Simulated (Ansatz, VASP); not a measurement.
# Two plane-wave programs on Si2Ni

```
CELL_PARAMETERS angstrom
0.00000 2.56283 3.07540
2.56283 0.00000 3.07540
2.56283 2.56283 0.00000
ATOMIC_POSITIONS crystal
Si 0.25000 0.25000 0.25000
Si 0.75000 0.75000 0.75000
Ni 0.00000 0.00000 0.00000
```

Alike in both runs: task single point; functional PBE; k mesh 16 × 16 × 16; occupations gaussian, width 0.15 eV; no spin polarisation.

```csv
,VASP,Ansatz
version,VASP 6.6.1,Ansatz 0.2.0
potentials or method,"VASP PAW PBE potentials, release 64 (Si, Ni), cutoff 520 eV","scalar-relativistic, plane waves, PAW"
valence electrons in the cell,18,26
```

```csv
,VASP,Ansatz,Ansatz less VASP
gap on the k mesh at the Fermi level (eV),none,none,-
pressure (GPa),1.0,1.0,+0.02
"traceless stress, the component that is largest in VASP (GPa)",-8.12,-8.31,-0.196
```

A gap of «none» marks a metal or a gap that the smearing closes. VASP's potentials hold 18 valence electrons a cell and Ansatz's 26, so a difference there can come from the potentials and not from the codes.
